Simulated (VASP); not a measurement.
**Ag: single point with PBEsol**

The system is Ag, a slab with vacuum.

```
Ag
1.0
     2.93000    0.00000    0.00000
    -1.46500    2.53745    0.00000
     0.00000    0.00000   26.97500
Ag
6
Direct
  0.66667 0.33333 0.27804
  0.33333 0.66667 0.36682
  0.66667 0.33333 0.45561
  0.33333 0.66667 0.54439
  0.66667 0.33333 0.63318
  0.33333 0.66667 0.72196
```

| Quantity | Value |
| --- | --- |
| Program | VASP 6.6.1 |
| Task | single point |
| Functional | PBEsol |
| Potentials or basis | VASP PAW PBE potentials, release 64 (Ag) |
| Cutoff | 520 eV |
| k mesh | 10 × 10 × 1 |
| Occupations | fermi-dirac, width 0.05 eV |
| Spin | no spin polarisation |

The largest force is 0.308 eV/Å and the band gap on the k mesh is zero (band 33 reaches 4.71 eV, above the bottom of band 34 at -1.04 eV).

Forces in eV/Å, atoms in the order of the input:
```
Ag   0.000  0.000  0.308
Ag   0.000  0.000  0.050
Ag   0.000  0.000 -0.052
Ag   0.000  0.000  0.052
Ag   0.000  0.000 -0.050
Ag   0.000  0.000 -0.308
```

Levels at points of the mesh, in eV from the Fermi level:
| k point | band 32 | band 33 | band 34 | band 35 | band 36 | band 37 |
| --- | --- | --- | --- | --- | --- | --- |
| (0.00, 0.00, 0.00) | -3.01 | -2.95 | -2.95 | -2.19 | -0.44 | 0.23 |
| (0.50, 0.00, 0.00) | 0.39 | 0.81 | 1.26 | 1.48 | 1.53 | 4.25 |

Wall time 2.4 min on 1 thread of Intel Xeon 6975P-C (shared host), peak memory 0.37 GiB.

Caveat: the PAW data sets were made with another functional, which shifts forces and pressure a little.
